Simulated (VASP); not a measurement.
Wanted: the native input for a VASP 6.6.1 run.

- Task: single point
- Functional: PBE
- Potentials or basis: VASP PAW PBE potentials, release 64 (Hf_pv)
- Cutoff: 520 eV
- k mesh: 9 × 9 × 12
- Occupations: gaussian, width 0.05 eV
- Spin: no spin polarisation
- Dipole correction: no
- Further INCAR settings: ALGO = Normal; EDIFF = 1e-07; NBANDS = 22

The structure of Hf lies in POSCAR:

```
Hf
1.0
    4.9623295440      0.0000000000      0.0000000000
   -2.4811647720      4.2975034470      0.0000000000
    0.0000000000      0.0000000000      3.0862322500
Hf
3
Direct
    0.6666666700      0.3333333300      0.5000000000
    0.3333333300      0.6666666700      0.5000000000
    0.0000000000      0.0000000000      0.0000000000
```

These files were run (other wordings do the same):

INCAR

```
PREC = Accurate
ENCUT = 520
EDIFF = 1E-7
ISMEAR = 0
SIGMA = 0.05
LREAL = False
LASPH = True
NELM = 60
ALGO = Normal
ISIF = 2
LWAVE = False
LCHARG = False
GGA = PE
NBANDS = 22
```

KPOINTS

```
Automatic mesh
0
Gamma
  9 9 12
```

Potentials or basis: VASP PAW PBE potentials, release 64 (Hf_pv).

Command:

```bash
$ cat potpaw_PBE.64/Hf_pv/POTCAR > POTCAR
$ mpirun -np 1 vasp_std > vasp.out
```

It gave:

```json
{"Pressure": "1.4 GPa", "Band gap on the k mesh": "zero (band 15 reaches 5.17 eV, above the bottom of band 16 at 4.26 eV)"}
```

Caveat: spin-orbit coupling is left out, which moves the levels of the heavy elements.

Wall time 96 s on 1 thread of Intel(R) Xeon(R) Platinum 8259CL CPU @ 2.50GHz (Skylake/Cascade Lake), with other jobs on the host, peak memory 0.24 GiB.
